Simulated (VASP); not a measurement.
A run of VASP 6.6.1:

INCAR

```
ALGO = Normal ; EDIFF = 1E-6
ENCUT = 600 ; GGA = PE
GGA_COMPAT = F ; ISIF = 2
ISMEAR = 0 ; ISYM = 0
LASPH = T ; LCHARG = F
LREAL = F ; LWAVE = F
NBANDS = 26 ; NELM = 120
PREC = Accurate ; SIGMA = 0.01
```

The input KPOINTS:

```
Automatic mesh
0
Gamma
  1 1 1
  0.5 0.5 0.5
```

Contents of POSCAR:

```
MgO
1.0
    4.2100000000      0.0000000000      0.0000000000
    0.0000000000      4.2100000000      0.0000000000
    0.0000000000      0.0000000000      4.2100000000
O Mg
4 4
Direct
    0.5019002400      0.0011401400      0.0008551100
    0.5000000000      0.5000000000      0.5000000000
    0.0000000000      0.0000000000      0.5000000000
    0.0000000000      0.5000000000      0.0000000000
    0.0000000000      0.0000000000      0.0000000000
    0.0000000000      0.5000000000      0.5000000000
    0.5000000000      0.0000000000      0.5000000000
    0.5000000000      0.5000000000      0.0000000000
```

Potentials or basis: VASP PAW PBE potentials, release 64 (O, Mg).

Command:

```sh
$ cat potpaw_PBE.64/O/POTCAR potpaw_PBE.64/Mg/POTCAR > POTCAR
$ mpirun -np 1 vasp_std > vasp.out
```

Hardware: 1 thread of Intel(R) Xeon(R) 6975P-C (Granite Rapids), with other jobs on the host.

Problem. Estimate the wall time of this run.

Solution. Wall time 6 s on 1 thread of Intel(R) Xeon(R) 6975P-C (Granite Rapids), with other jobs on the host, peak memory 0.19 GiB. Counts: scf iterations 13, k points 1.
